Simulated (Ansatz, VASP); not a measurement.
## One calculation of CsH, two programs

File INCAR:

```
SYSTEM = CsH
PREC     = Accurate       ! precision mode
ENCUT    = 520            ! plane-wave cutoff, eV
EDIFF    = 1E-6           ! SCF threshold, eV
ISMEAR   = 0              ! smearing method
SIGMA    = 0.05           ! smearing width, eV
LREAL    = .FALSE.        ! projectors in reciprocal space
LASPH    = .TRUE.         ! aspherical terms in the spheres
NELM     = 80             ! most SCF steps
ALGO     = Normal         ! electronic algorithm
ISIF     = 2              ! what is computed and relaxed
LWAVE    = .FALSE.        ! write WAVECAR
LCHARG   = .FALSE.        ! write CHGCAR
GGA      = CA             ! functional
NBANDS   = 12             ! bands
```

The input KPOINTS:

```
regular mesh
0
G
  8 8 8
  0 0 0
```

Contents of POSCAR:

```
CsH
1.0
    0.0000000000      2.9210379227      3.7973492995
    2.9210379227      0.0000000000      3.7973492995
    2.9210379227      2.9210379227      0.0000000000
Cs H
1 1
Direct
    0.0000000000      0.0000000000      0.0000000000
    0.5000000000      0.5000000000      0.5000000000
```

Input for Ansatz:

```yaml
crystal:
  lattice:
    - [0.0, 2.9210379227, 3.7973492995]
    - [2.9210379227, 0.0, 3.7973492995]
    - [2.9210379227, 2.9210379227, 0.0]
  atoms:
    - { symbol: Cs, position: [0.0, 0.0, 0.0] }
    - { symbol: H, position: [0.5, 0.5, 0.5] }
basis:
  ecutwfc: 420
kpoints:
  mp_grid: { grid: [8, 8, 8] }
hamiltonian:
  xc: lda
scf:
  occupations: { method: gaussian, width: 0.05 }
output:
  forces: true
  stress: true
  eigenvalues: true
```

Alike in both runs: task single point; functional LDA; k mesh 8 × 8 × 8; occupations gaussian, width 0.05 eV; no spin polarisation.

|  | VASP | Ansatz |
| --- | --- | --- |
| version | VASP 6.6.1 | Ansatz 0.2.0 |
| potentials or method | VASP PAW LDA potentials, release 64 (Cs_sv, H), cutoff 520 eV | scalar-relativistic, plane waves, PAW |
| valence electrons in the cell | 10 | 10 |

|  | VASP | Ansatz | Ansatz less VASP |
| --- | --- | --- | --- |
| gap on the k mesh at the Fermi level (eV) | 1.68 | 1.71 | +0.027 |
| least direct gap on the mesh (eV) | 1.68 | 1.71 | +0.027 |
| pressure (GPa) | 0.2 | 0.1 | -0.05 |
| traceless stress, the component that is largest in VASP (GPa) | -2.28 | -2.19 | +0.082 |

LDA's correlation is that of Perdew and Zunger in VASP and of Perdew and Wang (1992) in Ansatz.

Spin-orbit coupling is off throughout.
